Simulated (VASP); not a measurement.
MgO: single point with LDA

Crystal: MgO.

```
Mg O
1.0
     5.52307    0.00000    0.00000
     0.00000    5.52307    0.00000
     0.00000    0.00000    5.52307
Mg O
6 6
Direct
  0.25000 0.98957 0.50000
  0.00000 0.51043 0.25000
  0.50000 0.75000 0.00000
  0.75000 0.98957 0.50000
  0.00000 0.51043 0.75000
  0.50000 0.25000 0.00000
  0.25000 0.50811 0.00000
  0.50000 0.99189 0.25000
  0.00000 0.75000 0.50000
  0.75000 0.50811 0.00000
  0.50000 0.99189 0.75000
  0.00000 0.25000 0.50000
```

This cell differs from its parent crystal: atoms displaced along a vibrational mode.

| Item | Value |
| --- | --- |
| Program | VASP 6.6.1 |
| Task | single point |
| Functional | LDA |
| Potentials or basis | VASP PAW LDA potentials, release 64 (Mg, O) |
| Cutoff | 520 eV |
| k mesh | 4 × 4 × 4 |
| Occupations | gaussian, width 0.05 eV |
| Spin | no spin polarisation |

```
Pressure               : -0.5 GPa
Largest force          : 0.735 eV/Å
Band gap on the k mesh : 2.83 eV
```

Forces in eV/Å, atoms in the order of the input:
```
Mg   0.070  0.732  0.000
Mg   0.000 -0.732 -0.070
Mg   0.000  0.000  0.000
Mg  -0.070  0.732  0.000
Mg   0.000 -0.732  0.070
Mg   0.000  0.000  0.000
O   -0.039 -0.377  0.000
O    0.000  0.377  0.039
O    0.000  0.000  0.000
O    0.039 -0.377  0.000
O    0.000  0.377 -0.039
O    0.000  0.000  0.000
```

Levels at points of the mesh, in eV from the valence-band top:
| k point | band 22 | band 23 | band 24 | band 25 | band 26 | band 27 |
| --- | --- | --- | --- | --- | --- | --- |
| (0.00, 0.00, 0.00) | -0.02 | -0.02 | 0.00 | 2.83 | 5.81 | 8.00 |
| (0.50, 0.00, 0.00) | -0.57 | -0.02 | 0.00 | 4.76 | 4.77 | 7.57 |
| (0.00, 0.50, 0.00) | -0.62 | -0.02 | -0.02 | 4.73 | 4.81 | 7.46 |
| (0.50, 0.50, 0.00) | -0.65 | -0.41 | -0.02 | 5.72 | 5.73 | 5.77 |
| (0.50, 0.00, 0.50) | -0.53 | -0.51 | 0.00 | 5.73 | 5.73 | 5.75 |
| (0.50, 0.50, 0.50) | -0.89 | -0.75 | -0.75 | 6.27 | 6.27 | 7.41 |

Wall time 2.2 min on 1 thread of Intel Xeon 8259CL, on a shared host, peak memory 0.25 GiB.

Caveat: the cell differs from its parent crystal (atoms displaced along a vibrational mode).
